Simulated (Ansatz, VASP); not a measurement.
# ZnSe: VASP beside Ansatz

```
CELL_PARAMETERS angstrom
0.00000 2.83242 2.83242
2.83242 0.00000 2.83242
2.83242 2.83242 0.00000
ATOMIC_POSITIONS crystal
Zn 0.00000 0.00000 0.00000
Se 0.25000 0.25000 0.25000
```

Alike in both runs: task single point; functional PBE; k mesh 6 × 6 × 6; no spin polarisation.

|  | VASP | Ansatz |
| --- | --- | --- |
| version | VASP 6.6.1 | Ansatz 0.2.0 |
| potentials or method | VASP PAW PBE potentials, release 64 (Zn, Se) | plane waves, PAW |
| plane-wave cutoff (eV) | 520 | 420 |
| occupations | gaussian, width 0.01 eV | fixed |
| valence electrons in the cell | 18 | 28 |

```csv
,VASP,Ansatz,Ansatz less VASP
gap on the k mesh at the Fermi level (eV),1.29,1.29,-0.002
pressure (GPa),2.5,2.2,-0.24
```

VASP's potentials hold 18 valence electrons a cell and Ansatz's 28, so a difference there can come from the potentials and not from the codes.
